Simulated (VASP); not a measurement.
Crystal: Ir.

```
Ir
1.0
    12.23846    0.00000    0.00000
     0.00000    2.23343    0.00000
     0.00000    0.00000    7.19300
Ir
2
Direct
  0.25000 0.00000 0.16399
  0.75000 0.00000 0.83601
```

Base run:

- Program: VASP 6.6.1
- Functional: PBEsol
- Potentials or basis: VASP PAW PBE potentials, release 64 (Ir)
- Cutoff: 520 eV
- k mesh: 3 × 12 × 4
- Occupations: fermi-dirac, width 0.1 eV
- Spin: no spin polarisation

Its results: band gap on the k mesh zero (band 9 reaches -1.22 eV, above the bottom of band 10 at -4.49 eV); pressure 0.4 GPa.

Q: The run is repeated on the same cell with these changes: k mesh from 3 × 12 × 4 to 2 × 8 × 3. What comes out?

A: Band gap on the k mesh zero (band 9 reaches -1.35 eV, above the bottom of band 10 at -4.43 eV); pressure 1.1 GPa.

Caveats: the PAW data sets were made with another functional, which shifts forces and pressure a little; spin-orbit coupling is left out, which moves the levels of the heavy elements.
